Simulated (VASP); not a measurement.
Set up this calculation in VASP 6.6.1, as the native input.

| Property | Result |
| --- | --- |
| Task | single point |
| Functional | PBEsol |
| Potentials or basis | VASP PAW PBE potentials, release 64 (Mo_sv, W_sv) |
| Cutoff | 520 eV |
| k mesh | 3 × 3 × 3 |
| Occupations | gaussian, width 0.1 eV |
| Spin | no spin polarisation |
| Dipole correction | no |
| Further INCAR settings | LREAL = Auto; ALGO = Normal; EDIFF = 1e-07; NBANDS = 118 |

The structure of MoW14 (a cell with a defect) lies in POSCAR:

```
MoW14
1.0
    6.3200000000      0.0000000000      0.0000000000
    0.0000000000      6.3200000000      0.0000000000
    0.0000000000      0.0000000000      6.3200000000
Mo W
1 14
Direct
   -0.2183784810      0.2183053797     -0.2184286392
    0.4965120253     -0.0035922468      0.0034691456
    0.0035191456      0.5034148734      0.0034691456
    0.0035191456     -0.0035924051      0.4964620253
    0.2472856013      0.2488577532      0.2472357595
    0.5015056962      0.4984210443      0.0004887658
    0.5015056962     -0.0006118671      0.5014556962
    0.7475387658      0.2523881329      0.2541281646
    0.0005387658      0.4984210443      0.5014558544
    0.2458724684      0.7540544304      0.2458224684
    0.2541781646      0.2523882911      0.7474886076
    0.5021604430      0.4977662975      0.5021102848
    0.7510691456      0.7526411392      0.2472357595
    0.2472859177      0.7526411392      0.7510191456
    0.7475384494      0.7457485759      0.7474886076
```

One way to write it, as run:

INCAR

```
SYSTEM = MoW14
  PREC = Accurate
  ENCUT = 520
  EDIFF = 1E-7
  ISMEAR = 0
  SIGMA = 0.1
  LREAL = Auto
  LASPH = .TRUE.
  NELM = 60
  ALGO = Normal
  ISIF = 2
  LWAVE = .FALSE.
  LCHARG = .FALSE.
  GGA = PS
  NBANDS = 118
```

KPOINTS

```
regular mesh
0
G
  3 3 3
  0 0 0
```

Potentials or basis: VASP PAW PBE potentials, release 64 (Mo_sv, W_sv).

Command:

```sh
$ cat potpaw_PBE.64/Mo_sv/POTCAR potpaw_PBE.64/W_sv/POTCAR > POTCAR
$ mpirun -np 1 vasp_std > vasp.out
```

It gave:

```yaml
Pressure: -8.2 GPa
Largest_force: 1.591 eV/Å
Band_gap_on_the_k_mesh: zero (band 105 reaches 10.26 eV, above the bottom of band 106 at 10.11 eV)
```

Caveat: the PAW data sets were made with another functional, which shifts forces and pressure a little; spin-orbit coupling is left out, which moves the levels of the heavy elements.

It took 2.8 min on 1 thread of Intel(R) Xeon(R) 6975P-C (Granite Rapids), with other jobs on the host, peak memory 0.39 GiB.
